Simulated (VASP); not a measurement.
Ga3Se:

```xyz
4
Lattice="4.3420 0.0000 0.0000 0.0000 4.3420 0.0000 0.0000 0.0000 4.3420" Properties=species:S:1:pos:R:3 pbc="T T T"
Se    0.0000    0.0000    0.0000
Ga    2.1710    2.1710    0.0000
Ga    2.1710    0.0000    2.1710
Ga    0.0000    2.1710    2.1710
```

This cell differs from its parent crystal: volume scaled by 0.94.

Base run:

```yaml
Program: VASP 6.6.1
Functional: PBEsol
Potentials_or_basis: VASP PAW PBE potentials, release 64 (Se, Ga_d)
Cutoff: 520 eV
k_mesh: 6 × 6 × 6
Occupations: fermi-dirac, width 0.05 eV
Spin: no spin polarisation
```

Its results: pressure -1.0 GPa.

Task: After a change of settings the same cell gave: pressure 2.4 GPa. Which change was it?
A. functional from PBEsol to PBE
B. functional from PBEsol to r2SCAN
C. further incar settings from ALGO = Normal; EDIFF = 1e-06; NBANDS = 30 to ALGO = Normal; EDIFF = 1e-07; NBANDS = 30

Result: A.

PBE binds less tightly than PBEsol, so the same cell stands under more pressure.

Caveats: the PAW data sets were made with another functional, which shifts forces and pressure a little (some runs).
